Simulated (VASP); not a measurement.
Wanted: the native input for a VASP 6.6.1 run.

| Property | Result |
| --- | --- |
| Task | single point |
| Functional | PBEsol |
| Potentials or basis | VASP PAW PBE potentials, release 64 (Na_pv, F) |
| Cutoff | 520 eV |
| k mesh | 8 × 8 × 8 |
| Occupations | gaussian, width 0.05 eV |
| Spin | no spin polarisation |
| Dipole correction | no |
| Further INCAR settings | ALGO = Normal; EDIFF = 1e-07; NBANDS = 14 |

The structure of NaF lies in POSCAR:

```
NaF
1.0
    0.0000000000      2.3233000000      2.2884505000
    2.3233000000      0.0000000000      2.2884505000
    2.3233000000      2.3233000000      0.0000000000
Na F
1 1
Direct
    0.0000000000      0.0000000000      0.0000000000
    0.5000000000      0.5000000000      0.5000000000
```

This cell differs from its parent crystal: strain +0.000 along x and y, -0.015 along z.

These files were run (other wordings do the same):

INCAR

```
SYSTEM = NaF
ALGO = Normal
EDIFF = 1E-7
ENCUT = 520
GGA = PS
ISIF = 2
ISMEAR = 0
LASPH = .True.
LCHARG = .False.
LREAL = .False.
LWAVE = .False.
NBANDS = 14
NELM = 100
PREC = Accurate
SIGMA = 0.05
```

KPOINTS

```
k-points
0
Gamma
  8 8 8
  0 0 0
```

Potentials or basis: VASP PAW PBE potentials, release 64 (Na_pv, F).

The run is started by

```sh
$ cat potpaw_PBE.64/Na_pv/POTCAR potpaw_PBE.64/F/POTCAR > POTCAR
$ mpirun -np 1 vasp_std > vasp.out
```

Results of the run:

```json
{
 "Pressure": "0.2 GPa",
 "Band gap on the k mesh": "6.20 eV"
}
```

Caveat: the cell differs from its parent crystal (strain +0.000 along x and y, -0.015 along z); the PAW data sets were made with another functional, which shifts forces and pressure a little.

Run time: 12 s on 1 thread of Intel Xeon 8259CL (shared host), peak memory 0.14 GiB.
